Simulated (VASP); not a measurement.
# Te in VASP: notebook

Te is run at these levels: PBE; tasks: single point.

All numbers are computed with VASP 6.6.1; they aren't measurements. Logs are shortened: lines on timing, memory, paths and dates and some standing lists are left out, and cuts for length are marked.

**1. The cell of the first run**

It takes space group P3_121 (No. 152, trigonal). The conventional cell has a = 4.555 Å, b = 4.555 Å, c = 5.840 Å, α = 90.00°, β = 90.00°, γ = 120.00°. Within 3.7 Å of Te (site symmetry 2) lie 6 Te at 2.81 to 3.56 Å.

**2. Single point, PBE**

INCAR reads:

```
SYSTEM = Te
  ALGO = Normal
  EDIFF = 1E-6
  ENCUT = 520
  GGA = PE
  ISIF = 2
  ISMEAR = -1
  LASPH = .TRUE.
  LCHARG = .FALSE.
  LREAL = .FALSE.
  LWAVE = .FALSE.
  NBANDS = 16
  NELM = 60
  PREC = Accurate
  SIGMA = 0.02
```

KPOINTS reads:

```
k-points
0
G
  7 7 5
  0 0 0
```

POSCAR reads:

```
Te
1.0
    4.5548710297      0.0000000000      0.0000000000
   -2.2774355149      3.9446340228      0.0000000000
    0.0000000000      0.0000000000      5.8404613403
Te
3
Direct
    0.2566971700      0.0000000000      0.3333333300
    0.0000000000      0.2566971700      0.6666666700
    0.7433028300      0.7433028300      0.0000000000
```

Potentials or basis: VASP PAW PBE potentials, release 64 (Te).

Launch:

```sh
$ cat potpaw_PBE.64/Te/POTCAR > POTCAR
$ mpirun -np 1 vasp_std > vasp.out
```

OUTCAR:

```text
SYSTEM = Te
   EDIFF = 1E-6
   ENCUT = 520
   GGA = PE
   ISIF = 2
   ISMEAR = -1
   LASPH = .TRUE.
   LREAL = .FALSE.
   NELM = 60
   PREC = Accurate

 ion  position               nearest neighbor table
   1  0.257  0.000  0.333-   3 2.81   2 2.81   3 3.56   3 3.56   2 3.56   2 3.56
   2  0.000  0.257  0.667-   3 2.81   1 2.81   3 3.56   3 3.56   1 3.56   1 3.56
   3  0.743  0.743  0.000-   1 2.81   2 2.81   2 3.56   1 3.56   2 3.56   1 3.56

  LATTYP: Found a hexagonal cell.
 ALAT       =     4.5548710297
 C/A-ratio  =     1.2822451618

  Lattice vectors:

 A1 = (   4.5548710297,   0.0000000000,   0.0000000000)
 A2 = (  -2.2774355149,   3.9446340228,   0.0000000000)
 A3 = (   0.0000000000,   0.0000000000,   5.8404613403)

Analysis of symmetry for initial positions (statically):
=====================================================================
 Subroutine PRICEL returns:
 Original cell was already a primitive cell.

 Routine SETGRP: Setting up the symmetry group for a
 hexagonal supercell.

 Subroutine GETGRP returns: Found  6 space group operations
 (whereof  2 operations were pure point group operations)
 out of a pool of 24 trial point group operations.

The static configuration has the point symmetry C_2 .
 The point group associated with its full space group is D_3 .

Analysis of symmetry for dynamics (positions and initial velocities):
=====================================================================
 Subroutine PRICEL returns:
 Original cell was already a primitive cell.

 Routine SETGRP: Setting up the symmetry group for a
 hexagonal supercell.

 Subroutine GETGRP returns: Found  6 space group operations
 (whereof  2 operations were pure point group operations)
 out of a pool of 24 trial point group operations.

The dynamic configuration has the point symmetry C_2 .
 The point group associated with its full space group is D_3 .

 Subroutine INISYM returns: Found  6 space group operations
 (whereof  2 operations are pure point group operations),
 and found     1 'primitive' translations

----------------------------------------------------------------------------------------

                                     Primitive cell

  volume of cell :     104.9373

  direct lattice vectors                    reciprocal lattice vectors
     4.554871030  0.000000000  0.000000000     0.219545184  0.126754471  0.000000000
[... 88 lines left out ...]
   EDIFF  = 0.1E-05   stopping-criterion for ELM
   LREAL  =      F    real-space projection
   EDIFFG = 0.1E-04   stopping-criterion for IOM
   NSW    =      0    number of steps for IOM
   IBRION =     -1    ionic relax: 0-MD 1-quasi-New 2-CG
   NFREE  =      0    steps in history (QN), initial steepest desc. (CG)
   ISIF   =      2    stress and relaxation
   ISYM   =      2    0-nonsym 1-usesym 2-fastsym
   POTIM  = 0.5000    time-step for ionic-motion
   TEBEG  =    0.0;   TEEND  =   0.0 temperature during run
   PSTRESS=    0.0 pullay stress
   NELECT =      18.0000    total number of electrons
   NUPDOWN=      -1.0000    fix difference up-down
   EMIN   =  10.00;   EMAX   =-10.00  energy-range for DOS
   EFERMI =   0.00;   METHOD = LEGACY
   ISMEAR =    -1;   SIGMA  =   0.02  broadening in eV -4-tet -1-fermi 0-gaus
   EFERMI_NEDOS =   21; number of points for ismear=-14 and -15
   IALGO  =     38    algorithm
   IMIX   =      4    mixing-type and parameters
     AMIX     =   0.40;   BMIX     =  1.00
     AMIX_MAG =   1.60;   BMIX_MAG =  1.00
  volume/ion in A,a.u.               =      34.98       236.05
  Fermi-wavevector in a.u.,A,eV,Ry     =   0.909611  1.718915 11.257353  0.827392
  Thomas-Fermi vector in A             =   2.033676
   LORBIT       =      0    0 simple, 1 ext, 2 COOP (PROOUT), +10 PAW based schemes
   GGA     = PE    functional components
   LHFCALC =     F    Hartree Fock is set to
   AEXX    =    0.0000 exact exchange contribution
   IVDW    =     0    specifies the selected vdW correction
   LEPSILON=     F    determine dielectric tensor
   LRPA    =     F    only Hartree local field effects (RPA)
 non-spin polarized calculation
  energy-cutoff  :      520.00
  volume of cell :      104.94
 maximum number of plane-waves:      2854
 NGX is ok and might be reduce to    36
   NGX = 17   NGY = 17   NGZ = 21

 number of electron      18.0000000 magnetization

 Free energy of the ion-electron system (eV)
  ---------------------------------------------------
  ext. energy  EPLUGINS =         0.00000000
  ---------------------------------------------------
  free energy    TOTEN  =        -9.39083235 eV

  energy without entropy =       -9.39083235  energy(sigma->0) =       -9.39083235

 E-fermi :   5.8220     XC(G=0):  -8.9041

 val. band max:        5.4292086502   @ k =   0.2857   0.2857   0.4000
 cond. band min:       6.1845332850   @ k =   0.0000   0.0000   0.4000
 fundamental gap:      0.7553246348
 Fermi energy:         5.8219575932

 k-point     1 :       0.0000    0.0000    0.0000
  band No.  band energies     occupation
      1      -8.0004      2.00000
      2      -4.6446      2.00000
      3      -4.6446      2.00000
      4       2.3866      2.00000
      5       2.6655      2.00000
      6       2.6655      2.00000
[... 433 lines left out ...]
      3      -3.5721      2.00000
      4       1.0098      2.00000
      5       2.0079      2.00000
      6       2.2960      2.00000
[... 8 lines left out ...]
     15      11.6161      0.00000
     16      12.2476      0.00000

 [... further k-points ...]

------------------------ aborting loop because EDIFF is reached ----------------------------------------

  FORCE on cell =-STRESS in cart. coord.  units (eV):
  Direction    XX          YY          ZZ          XY          YZ          ZX
  --------------------------------------------------------------------------------------
  -------------------------------------------------------------------------------------
  Total        1.0629949      1.0629949      1.8394616     -0.0000000      0.0000000     -0.0000000
  in kB       16.2297489     16.2297489     28.0848015     -0.0000000      0.0000000     -0.0000000
  external PRESSURE =      20.1814331 kB  Pullay stress =       0.0000000 kB

 VOLUME and BASIS-vectors are now :
 -----------------------------------------------------------------------------
  energy-cutoff  :      520.00
  volume of cell :      104.94
      direct lattice vectors                 reciprocal lattice vectors
     4.554871030  0.000000000  0.000000000     0.219545184  0.126754471  0.000000000
    -2.277435515  3.944634023  0.000000000     0.000000000  0.253508943  0.000000000
     0.000000000  0.000000000  5.840461340     0.000000000  0.000000000  0.171219351

 POSITION                                       TOTAL-FORCE (eV/Angst)
 -----------------------------------------------------------------------------------
      1.16922      0.00000      1.94682         0.425414      0.000000      0.000000
     -0.58461      1.01258      3.89364        -0.212707      0.368420     -0.000000
      1.69282      2.93206      0.00000        -0.212707     -0.368420     -0.000000
 -----------------------------------------------------------------------------------
    total drift:                                0.000003     -0.000004      0.000000

  FREE ENERGIE OF THE ION-ELECTRON SYSTEM (eV)
  ---------------------------------------------------
  free  energy   TOTEN  =        -9.3908323466 eV

  energy  without entropy=       -9.3908323464  energy(sigma->0) =       -9.39083235
```

stdout:

```text
POSCAR found type information on POSCAR Te
 POSCAR found :  1 types and       3 ions
 scaLAPACK will be used
 LDA part: xc-table for (Slater+PW92), standard interpolation
 POSCAR, INCAR and KPOINTS ok, starting setup
 FFT: planning ... GRIDC
 FFT: planning ... GRID_SOFT
 FFT: planning ... GRID
 WAVECAR not read
 entering main loop
```

Run time: 52 s. Hardware: 1 thread of AMD EPYC 7R13 (Zen 3), shared host; peak memory 0.21 GiB.

Results:

```yaml
Free_energy: -9.3908 eV
Pressure: 2.0 GPa
Largest_force: 0.425 eV/Å
Band_gap_on_the_k_mesh: 0.76 eV, indirect (least direct gap 0.94 eV)
```

Forces on the atoms (eV/Å):
```
Te   0.425  0.000  0.000
Te  -0.213  0.368  0.000
Te  -0.213 -0.368  0.000
```

Stress tensor (GPa, compression positive):
```
1.62 0.00 0.00
0.00 1.62 0.00
0.00 0.00 2.81
```

Levels at points of the mesh, in eV from the valence-band top:
| k point | band 6 | band 7 | band 8 | band 9 | band 10 | band 11 | band 12 | band 13 |
| --- | --- | --- | --- | --- | --- | --- | --- | --- |
| (0.00, 0.00, 0.00) | -2.76 | -1.54 | -1.54 | -0.54 | 1.25 | 1.25 | 1.74 | 5.13 |

Caveat: spin-orbit coupling is left out, which moves the levels of the heavy elements. A k mesh can miss the band edges.

**3. Single point, PBE**

This run uses another cell than the first one, of 36.06 Å³/atom, 1.031 times its volume.

INCAR reads:

```
SYSTEM = Te
ALGO = Normal
EDIFF = 1E-7
ENCUT = 520
GGA = PE
ISIF = 2
ISMEAR = -1
LASPH = .True.
LCHARG = .True.
LELF = .True.
LREAL = .False.
LVHAR = .True.
LWAVE = .False.
NBANDS = 16
NELM = 80
PREC = Accurate
SIGMA = 0.02
```

KPOINTS reads:

```
k-points
0
Gamma
  7 7 5
  0 0 0
```

POSCAR reads:

```
Te
1.0
    4.6013525159      0.0000000000      0.0000000000
   -2.3006762580      3.9848881706      0.0000000000
    0.0000000000      0.0000000000      5.9000620010
Te
3
Direct
    0.2566971700      0.0000000000      0.3333333300
    0.0000000000      0.2566971700      0.6666666700
    0.7433028300      0.7433028300      0.0000000000
```

Potentials or basis: VASP PAW PBE potentials, release 64 (Te).

Launch:

```sh
$ cat potpaw_PBE.64/Te/POTCAR > POTCAR
$ mpirun -np 1 vasp_std > vasp.out
```

Run time: 55 s. Hardware: 1 thread of AMD EPYC 7R13 (Zen 3), shared host; peak memory 0.21 GiB.

Results (log left out):

* Free energy: -9.4165 eV
* Pressure: 0.6 GPa
* Largest force: 0.217 eV/Å
* Band gap on the k mesh: 0.77 eV, indirect (least direct gap 0.91 eV)

Forces in eV/Å, atoms in the order of the input:
```
Te   0.217  0.000  0.000
Te  -0.109  0.188  0.000
Te  -0.109 -0.188  0.000
```

Stress tensor (GPa, compression positive):
```
0.40 0.00 0.00
0.00 0.40 0.00
0.00 0.00 0.87
```

Levels at points of the mesh, in eV from the valence-band top:
```csv
k point,band 5,band 6,band 7,band 8,band 9,band 10,band 11,band 12,band 13,band 14
"(0.00, 0.00, 0.00)",-2.70,-2.70,-1.45,-1.45,-0.49,1.22,1.22,1.73,5.20,5.20
```

Caveat: spin-orbit coupling is left out, which moves the levels of the heavy elements. As with any semilocal functional, this PBE gap is likely too small.

(Continued in part 2 of 2.)
